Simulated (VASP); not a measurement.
# Sb2Au in VASP: further runs

Sb2Au is run at these levels: LDA; tasks: single point.

All numbers are computed with VASP 6.6.1; they aren't measurements. Logs are shortened: lines on timing, memory, paths and dates and some standing lists are left out, and cuts for length are marked.

## (1) The cell of the first run

It takes space group I4/mmm (No. 139, tetragonal). The conventional cell has a = 4.612 Å, b = 4.612 Å, c = 6.656 Å, α = 90.00°, β = 90.00°, γ = 90.00°. Within 3.7 Å of Sb (site symmetry -4m2) lie 4 Au at 2.84 Å and 6 Sb at 3.26 to 3.33 Å. Au (site symmetry 4/mmm) has 8 Sb at 2.84 Å within 3.7 Å.

## (2) Single point, LDA (equal xx and yy strain of -2 %)

File INCAR:

```
SYSTEM = Sb2Au
PREC     = Accurate       ! precision mode
ENCUT    = 520            ! plane-wave cutoff, eV
EDIFF    = 1E-6           ! SCF threshold, eV
ISMEAR   = -1             ! smearing method
SIGMA    = 0.08           ! smearing width, eV
LREAL    = .FALSE.        ! projectors in reciprocal space
LASPH    = .TRUE.         ! aspherical terms in the spheres
NELM     = 60             ! most SCF steps
ALGO     = Normal         ! electronic algorithm
ISIF     = 2              ! what is computed and relaxed
LWAVE    = .FALSE.        ! write WAVECAR
LCHARG   = .TRUE.         ! write CHGCAR
LELF     = .TRUE.         ! ELF
LVHAR    = .TRUE.       
NBANDS   = 18             ! bands
```

File KPOINTS:

```
Automatic mesh
0
G
  9 9 9
  0 0 0
```

File POSCAR:

```
Sb2Au
1.0
    0.0000000000      3.2614400000      3.3280000000
    3.2614400000      0.0000000000      3.3280000000
    3.2614400000      3.2614400000      0.0000000000
Sb Au
2 1
Direct
    0.2500000000      0.2500000000      0.2500000000
    0.7500000000      0.7500000000      0.7500000000
    0.0000000000      0.0000000000      0.0000000000
```

Potentials or basis: VASP PAW LDA potentials, release 64 (Sb, Au).

On the command line:

```console
> cat potpaw_LDA.64/Sb/POTCAR potpaw_LDA.64/Au/POTCAR > POTCAR
> mpirun -np 1 vasp_std > vasp.out
```

OUTCAR:

```text
SYSTEM = Sb2Au
   PREC = Accurate
   ENCUT = 520
   EDIFF = 1E-6
   ISMEAR = -1
   LREAL = .FALSE.
   LASPH = .TRUE.
   NELM = 60
   ISIF = 2

 ion  position               nearest neighbor table
   1  0.250  0.250  0.250-   3 2.84   3 2.84   3 2.84   3 2.84   2 3.26   2 3.26   2 3.26   2 3.26
                             2 3.33   2 3.33
   2  0.750  0.750  0.750-   3 2.84   3 2.84   3 2.84   3 2.84   1 3.26   1 3.26   1 3.26   1 3.26
                             1 3.33   1 3.33
   3  0.000  0.000  0.000-   2 2.84   1 2.84   2 2.84   1 2.84   2 2.84   2 2.84   1 2.84   1 2.84

  LATTYP: Found a body centered tetragonal cell.
 ALAT       =     4.6123726809
 C/A-ratio  =     1.4430750636

  Lattice vectors:

 A1 = (  -3.2614400000,   0.0000000000,   3.3280000000)
 A2 = (   3.2614400000,   0.0000000000,   3.3280000000)
 A3 = (   0.0000000000,   3.2614400000,  -3.3280000000)

Analysis of symmetry for initial positions (statically):
=====================================================================
 Subroutine PRICEL returns:
 Original cell was already a primitive cell.

 Routine SETGRP: Setting up the symmetry group for a
 body centered tetragonal supercell.

 Subroutine GETGRP returns: Found 16 space group operations
 (whereof 16 operations were pure point group operations)
 out of a pool of 16 trial point group operations.

The static configuration has the point symmetry D_4h.

Analysis of symmetry for dynamics (positions and initial velocities):
=====================================================================
 Subroutine PRICEL returns:
 Original cell was already a primitive cell.

 Routine SETGRP: Setting up the symmetry group for a
 body centered tetragonal supercell.

 Subroutine GETGRP returns: Found 16 space group operations
 (whereof 16 operations were pure point group operations)
 out of a pool of 16 trial point group operations.

The dynamic configuration has the point symmetry D_4h.

 Subroutine INISYM returns: Found 16 space group operations
 (whereof 16 operations are pure point group operations),
 and found     1 'primitive' translations

----------------------------------------------------------------------------------------

                                     Primitive cell

[... 86 lines left out ...]
   ISPIN  =      1    spin polarized calculation?
   LNONCOLLINEAR =      F non collinear calculations
   LSORBIT =      F    spin-orbit coupling
   LASPH  =      T    aspherical Exc in radial PAW
   ENCUT  =  520.0 eV  38.22 Ry    6.18 a.u.   8.66  8.66  8.58*2*pi/ulx,y,z
   NELM   =     60;   NELMIN=  2; NELMDL= -5     # of ELM steps
   EDIFF  = 0.1E-05   stopping-criterion for ELM
   LREAL  =      F    real-space projection
   EDIFFG = 0.1E-04   stopping-criterion for IOM
   NSW    =      0    number of steps for IOM
   IBRION =     -1    ionic relax: 0-MD 1-quasi-New 2-CG
   NFREE  =      0    steps in history (QN), initial steepest desc. (CG)
   ISIF   =      2    stress and relaxation
   ISYM   =      2    0-nonsym 1-usesym 2-fastsym
   POTIM  = 0.5000    time-step for ionic-motion
   TEBEG  =    0.0;   TEEND  =   0.0 temperature during run
   PSTRESS=    0.0 pullay stress
   NELECT =      21.0000    total number of electrons
   NUPDOWN=      -1.0000    fix difference up-down
   EMIN   =  10.00;   EMAX   =-10.00  energy-range for DOS
   EFERMI =   0.00;   METHOD = LEGACY
   ISMEAR =    -1;   SIGMA  =   0.08  broadening in eV -4-tet -1-fermi 0-gaus
   EFERMI_NEDOS =   21; number of points for ismear=-14 and -15
   IALGO  =     38    algorithm
   IMIX   =      4    mixing-type and parameters
     AMIX     =   0.40;   BMIX     =  1.00
     AMIX_MAG =   1.60;   BMIX_MAG =  1.00
  volume/ion in A,a.u.               =      23.60       159.26
  Fermi-wavevector in a.u.,A,eV,Ry     =   1.091785  2.063175 16.218077  1.191995
  Thomas-Fermi vector in A             =   2.228038
   LORBIT       =      0    0 simple, 1 ext, 2 COOP (PROOUT), +10 PAW based schemes
   GGA     = CA    functional components
   LHFCALC =     F    Hartree Fock is set to
   AEXX    =    0.0000 exact exchange contribution
   IVDW    =     0    specifies the selected vdW correction
   LEPSILON=     F    determine dielectric tensor
   LRPA    =     F    only Hartree local field effects (RPA)
 non-spin polarized calculation
  energy-cutoff  :      520.00
  volume of cell :       70.80
 maximum number of plane-waves:      1925
   NGX = 17   NGY = 17   NGZ = 17

 number of electron      20.9999999 magnetization

 Free energy of the ion-electron system (eV)
  ---------------------------------------------------
  ext. energy  EPLUGINS =         0.00000000
  ---------------------------------------------------
  free energy    TOTEN  =       -13.76238011 eV

  energy without entropy =      -13.73709204  energy(sigma->0) =      -13.74973607

 E-fermi :   9.2684     XC(G=0): -10.8379

 val. band max:        9.2584126612   @ k =   0.3333  -0.0000   0.1111
 cond. band min:       9.3236241278   @ k =   0.3333   0.1111   0.0000
 fundamental gap:      0.0652114666
 Fermi energy:         9.2684087079

 k-point     1 :       0.0000    0.0000    0.0000
  band No.  band energies     occupation
      1      -4.1309      2.00000
      2       2.2883      2.00000
      3       2.2883      2.00000
      4       2.3319      2.00000
      5       2.5148      2.00000
      6       3.6514      2.00000
[... 481 lines left out ...]
      5       3.2462      2.00000
      6       3.7931      2.00000
[... 10 lines left out ...]
     17      17.4322      0.00000
     18      17.4322      0.00000

 [... further k-points ...]

------------------------ aborting loop because EDIFF is reached ----------------------------------------

  FORCE on cell =-STRESS in cart. coord.  units (eV):
  Direction    XX          YY          ZZ          XY          YZ          ZX
  --------------------------------------------------------------------------------------
  -------------------------------------------------------------------------------------
  Total        3.5316243      3.5316243      3.2693117      0.0000000     -0.0000000      0.0000000
  in kB       79.9195416     79.9195416     73.9834888      0.0000000     -0.0000000      0.0000000
  external PRESSURE =      77.9408573 kB  Pullay stress =       0.0000000 kB

 VOLUME and BASIS-vectors are now :
 -----------------------------------------------------------------------------
  energy-cutoff  :      520.00
  volume of cell :       70.80
      direct lattice vectors                 reciprocal lattice vectors
     0.000000000  3.261440000  3.328000000    -0.153306515  0.153306515  0.150240385
     3.261440000  0.000000000  3.328000000     0.153306515 -0.153306515  0.150240385
     3.261440000  3.261440000  0.000000000     0.153306515  0.153306515 -0.150240385

 POSITION                                       TOTAL-FORCE (eV/Angst)
 -----------------------------------------------------------------------------------
      1.63072      1.63072      1.66400         0.000000      0.000000      0.000000
      4.89216      4.89216      4.99200        -0.000000     -0.000000      0.000000
      0.00000      0.00000      0.00000        -0.000000     -0.000000      0.000000
 -----------------------------------------------------------------------------------
    total drift:                               -0.000000      0.000000      0.000000

  FREE ENERGIE OF THE ION-ELECTRON SYSTEM (eV)
  ---------------------------------------------------
  free  energy   TOTEN  =       -13.7623801053 eV

  energy  without entropy=      -13.7370920378  energy(sigma->0) =      -13.74973607
```

stdout:

```text
POSCAR found type information on POSCAR SbAu
 POSCAR found :  2 types and       3 ions
 scaLAPACK will be used
 LDA part: xc-table for (Slater(with rela. corr.)+CA(PZ))
 , standard interpolation
 POSCAR, INCAR and KPOINTS ok, starting setup
 FFT: planning ... GRIDC
 FFT: planning ... GRID_SOFT
 FFT: planning ... GRID
 WAVECAR not read
 entering main loop
```

Wall time 41 s (1 thread of Intel Xeon Platinum 8488C (Sapphire Rapids), shared host); peak memory 0.24 GiB.

Results:

- Free energy: -13.7624 eV
- Pressure: 7.8 GPa

Stress tensor (GPa, compression positive):
```
7.99 0.00 0.00
0.00 7.99 0.00
0.00 0.00 7.40
```

Levels at points of the mesh, in eV from the Fermi level:
```
           k point  band 8  band 9  band 10  band 11  band 12  band 13
(0.00, 0.00, 0.00)   -0.34   -0.34    -0.09     0.25     0.67     0.67
```

Caveat: the cell differs from its parent crystal (equal xx and yy strain of -2 %); spin-orbit coupling is left out, which moves the levels of the heavy elements.

## (3) Single point, LDA (equal xx and yy strain of +2 %)

File INCAR:

```
PREC     = Accurate       # precision mode
ENCUT    = 520            # plane-wave cutoff, eV
EDIFF    = 1E-7           # SCF threshold, eV
ISMEAR   = -1             # smearing method
SIGMA    = 0.08           # smearing width, eV
LREAL    = False          # projectors in reciprocal space
LASPH    = True           # aspherical terms in the spheres
NELM     = 100            # most SCF steps
ALGO     = Normal         # electronic algorithm
ISIF     = 2              # what is computed and relaxed
LWAVE    = False          # write WAVECAR
LCHARG   = False          # write CHGCAR
GGA      = CA             # functional
NBANDS   = 18             # bands
```

File KPOINTS:

```
regular mesh
0
Gamma
  9 9 9
```

File POSCAR:

```
Sb2Au
1.0
    0.0000000000      3.3945600000      3.3280000000
    3.3945600000      0.0000000000      3.3280000000
    3.3945600000      3.3945600000      0.0000000000
Sb Au
2 1
Direct
    0.2500000000      0.2500000000      0.2500000000
    0.7500000000      0.7500000000      0.7500000000
    0.0000000000      0.0000000000      0.0000000000
```

Potentials or basis: VASP PAW LDA potentials, release 64 (Sb, Au).

On the command line:

```console
> cat potpaw_LDA.64/Sb/POTCAR potpaw_LDA.64/Au/POTCAR > POTCAR
> mpirun -np 1 vasp_std > vasp.out
```

Wall time 47 s (1 thread of Intel Xeon Platinum 8488C (Sapphire Rapids), shared host); peak memory 0.24 GiB.

The run converged. Its results:

```
Free energy : -13.8837 eV
Pressure    : -0.6 GPa
```

Stress tensor (GPa, compression positive):
```
-0.78  0.00  0.00
 0.00 -0.78  0.00
 0.00  0.00 -0.36
```

Levels at points of the mesh, in eV from the Fermi level:
| k point | band 6 | band 7 | band 8 | band 9 | band 10 | band 11 | band 12 | band 13 | band 14 | band 15 |
| --- | --- | --- | --- | --- | --- | --- | --- | --- | --- | --- |
| (0.00, 0.00, 0.00) | -5.11 | -5.08 | -0.38 | -0.15 | -0.15 | 0.49 | 0.49 | 0.88 | 1.37 | 2.69 |

Caveat: the cell differs from its parent crystal (equal xx and yy strain of +2 %); spin-orbit coupling is left out, which moves the levels of the heavy elements.

## (4) Single point, LDA (volume scaled by 0.94)

File INCAR:

```
  ALGO = Normal
  EDIFF = 1E-6
  ENCUT = 520
  ISIF = 2
  ISMEAR = -1
  LASPH = T
  LCHARG = F
  LREAL = F
  LWAVE = F
  NBANDS = 18
  NELM = 80
  PREC = Accurate
  SIGMA = 0.08
```

File KPOINTS:

```
k-points
0
Gamma
  9 9 9
```

File POSCAR:

```
Sb2Au
1.0
    0.0000000000      3.2600625698      3.2600625698
    3.2600625698      0.0000000000      3.2600625698
    3.2600625698      3.2600625698      0.0000000000
Sb Au
2 1
Direct
    0.2500000000      0.2500000000      0.2500000000
    0.7500000000      0.7500000000      0.7500000000
    0.0000000000      0.0000000000      0.0000000000
```

On the command line:

```console
> cat potpaw_LDA.64/Sb/POTCAR potpaw_LDA.64/Au/POTCAR > POTCAR
> mpirun -np 1 vasp_std > vasp.out
```

Run time: 16 s. Hardware: 1 thread of Intel Xeon 6975P-C (Granite Rapids), shared host; peak memory 0.19 GiB.

Results (log left out):

```yaml
Free_energy: -13.6776 eV
Pressure: 10.6 GPa
```

Levels at points of the mesh, in eV from the Fermi level:
```csv
k point,band 6,band 7,band 8,band 9,band 10,band 11,band 12,band 13,band 14,band 15
"(0.00, 0.00, 0.00)",-5.73,-5.73,-0.25,-0.25,-0.25,0.51,0.51,0.51,1.84,2.46
```

Caveat: spin-orbit coupling is left out, which moves the levels of the heavy elements.

## (5) Single point, LDA (volume scaled by 0.98)

File INCAR:

```
SYSTEM = Sb2Au
ALGO     = Normal         ! electronic algorithm
EDIFF    = 1E-6           ! SCF threshold, eV
ENCUT    = 520            ! plane-wave cutoff, eV
ISIF     = 2              ! what is computed and relaxed
ISMEAR   = -1             ! smearing method
LASPH    = .TRUE.         ! aspherical terms in the spheres
LCHARG   = .FALSE.        ! write CHGCAR
LREAL    = .FALSE.        ! projectors in reciprocal space
LWAVE    = .FALSE.        ! write WAVECAR
NBANDS   = 18             ! bands
NELM     = 60             ! most SCF steps
PREC     = Accurate       ! precision mode
SIGMA    = 0.08           ! smearing width, eV
```

File KPOINTS:

```
k-points
0
G
  9 9 9
  0 0 0
```

File POSCAR:

```
Sb2Au
1.0
    0.0000000000      3.3056637565      3.3056637565
    3.3056637565      0.0000000000      3.3056637565
    3.3056637565      3.3056637565      0.0000000000
Sb Au
2 1
Direct
    0.2500000000      0.2500000000      0.2500000000
    0.7500000000      0.7500000000      0.7500000000
    0.0000000000      0.0000000000      0.0000000000
```

On the command line:

```console
> cat potpaw_LDA.64/Sb/POTCAR potpaw_LDA.64/Au/POTCAR > POTCAR
> mpirun -np 1 vasp_std > vasp.out
```

Wall time 14 s (1 thread of Intel Xeon 6975P-C (Granite Rapids), shared host); peak memory 0.19 GiB.

It converged, with:

```yaml
Free_energy: -13.8235 eV
Pressure: 5.4 GPa
```

Levels at points of the mesh, in eV from the Fermi level:
| k point | band 8 | band 9 | band 10 | band 11 | band 12 | band 13 |
| --- | --- | --- | --- | --- | --- | --- |
| (0.00, 0.00, 0.00) | -0.24 | -0.24 | -0.24 | 0.57 | 0.57 | 0.57 |

Caveat: spin-orbit coupling is left out, which moves the levels of the heavy elements.

## (6) The runs side by side

```csv
cell,gap on the mesh (eV),pressure (GPa)
"a = 4.660, b = 4.660, c = 4.612 Å, angles 60.3, 60.3, 59.3°, 3 atoms",none,7.8
"a = 4.754, b = 4.754, c = 4.801 Å, angles 59.7, 59.7, 60.7°, 3 atoms",none,-0.6
"a = 4.610 Å, angles 60.0°, 3 atoms",none,10.6
"a = 4.675 Å, angles 60.0°, 3 atoms",none,5.4
```

Alike in all rows: task single point; level LDA; potentials or basis VASP PAW LDA potentials, release 64 (Sb, Au); no spin polarisation; k mesh 9 × 9 × 9; cutoff (eV) 520; smearing fermi-dirac 0.08 eV.

Caveats: spin-orbit coupling is left out, which moves the levels of the heavy elements.

Absolute energies hang on the potentials; compare differences alone.
